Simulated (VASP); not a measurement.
Crystal: Co.

```
CELL_PARAMETERS angstrom
2.50188 0.00000 0.00000
-1.25094 2.16670 0.00000
0.00000 0.00000 8.17115
ATOMIC_POSITIONS crystal
Co 0.00000 0.00000 0.00000
Co 0.00000 0.00000 0.50000
Co 0.33333 0.66667 0.25000
Co 0.66667 0.33333 0.75000
```

| Quantity | Value |
| --- | --- |
| Program | VASP 6.6.1 |
| Task | relaxation of cell and atoms |
| Functional | revPBE |
| Potentials or basis | VASP PAW PBE potentials, release 64 (Co) |
| Cutoff | 600 eV |
| k mesh | 14 × 14 × 4 |
| Occupations | fermi-dirac, width 0.1 eV |
| Spin | no spin polarisation |

At the start: pressure -10.9 GPa; volume 11.07 Å³/atom.

Problem. How do energy, volume and symmetry change on relaxing?

Solution. Over 10 steps the energy falls by 20.8 meV/atom and the volume is 10.50 Å³/atom (-5.2 %); space group P6_3/mmc (No. 194, to 0.05 Å).

The path:
| step | energy change (eV) | largest force (eV/Å) | pressure (GPa) | volume (Å³) |
| --- | --- | --- | --- | --- |
| 1 | 0.0000 | 0.0000 | -10.90 | 44.29 |
| 2 | 0.0240 | 0.0000 | 15.44 | 39.64 |
| 3 | -0.0831 | 0.0000 | -0.12 | 42.01 |
| 4 | -0.0831 | 0.0000 | 0.15 | 41.97 |
| 5 | -0.0831 | 0.0000 | -0.16 | 42.02 |
| 6 | -0.0831 | 0.0000 | -0.07 | 42.01 |
| 7 | -0.0831 | 0.0000 | -0.12 | 42.01 |
| 8 | -0.0831 | 0.0000 | -0.12 | 42.01 |
| 9 | -0.0831 | 0.0000 | -0.09 | 42.01 |
| 10 | -0.0831 | 0.0000 | 0.04 | 41.99 |

Final structure:
```cif
data_structure
_symmetry_space_group_name_H-M 'P 1'
_symmetry_Int_Tables_number 1
_cell_length_a 2.4606
_cell_length_b 2.4606
_cell_length_c 8.0076
_cell_angle_alpha 90.000
_cell_angle_beta 90.000
_cell_angle_gamma 120.000
_cell_volume 41.99
loop_
_atom_site_label
_atom_site_type_symbol
_atom_site_fract_x
_atom_site_fract_y
_atom_site_fract_z
_atom_site_occupancy
Co1 Co 0.00000 0.00000 0.00000 1
Co2 Co 0.00000 0.00000 0.50000 1
Co3 Co 0.33333 0.66667 0.25000 1
Co4 Co 0.66667 0.33333 0.75000 1
```

Caveat: the PAW data sets were made with another functional, which shifts forces and pressure a little; the run has no spin polarisation, though such a crystal can be magnetic.
